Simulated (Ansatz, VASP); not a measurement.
# Ge in VASP and in Ansatz

```
CELL_PARAMETERS angstrom
-1.59408 1.57203 1.92865
1.59408 -1.57203 1.92865
1.59408 1.57203 -1.92865
ATOMIC_POSITIONS crystal
Ge 0.00000 0.50000 0.50000
```

Alike in both runs: functional PBE; k mesh 8 × 8 × 8; occupations gaussian, width 0.1 eV; no spin polarisation.

Ansatz relaxed the structure, and its values are those at the end. VASP's run is a single point on that final structure, the one shown.

|  | VASP | Ansatz |
| --- | --- | --- |
| version | VASP 6.6.1 | Ansatz 0.2.0 |
| potentials or method | VASP PAW PBE potentials, release 64 (Ge_d), cutoff 520 eV | scalar-relativistic, plane waves, PAW |
| valence electrons in the cell | 14 | 14 |

|  | VASP | Ansatz | Ansatz less VASP |
| --- | --- | --- | --- |
| gap on the k mesh at the Fermi level (eV) | none | none | - |
| pressure (GPa) | -0.2 | -0.1 | +0.08 |

A gap of «none» marks a metal or a gap that the smearing closes.
